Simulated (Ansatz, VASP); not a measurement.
PbO in VASP and in Ansatz

```
Pb O
1.0
     3.17937    0.00000    0.00000
     0.00000    3.17937    0.00000
     0.00000    0.00000    3.17937
Pb O
1 1
Direct
  0.00000 0.00000 0.00000
  0.50000 0.50000 0.50000
```

Alike in both runs: task single point; functional HSE06; k mesh 4 × 4 × 4; no spin polarisation.

|  | VASP | Ansatz |
| --- | --- | --- |
| version | VASP 6.6.1 | Ansatz 0.2.0 |
| potentials or method | VASP PAW PBE potentials, release 64 (Pb_d, O) | plane waves |
| plane-wave cutoff (eV) | 520 | 420 |
| occupations | methfessel-paxton of order 1, width 0.2 eV | cold, width 0.2 eV |
| valence electrons in the cell | 20 | 20 |

```csv
,VASP,Ansatz,Ansatz less VASP
pressure (GPa),-1.2,-1.2,+0.04
```

Ansatz's warnings: smearing energy in gap, stress exchange threshold loose, stress scf threshold loose.

The k mesh is coarse, so the values compare programs but aren't converged. Neither program's run includes spin-orbit coupling.
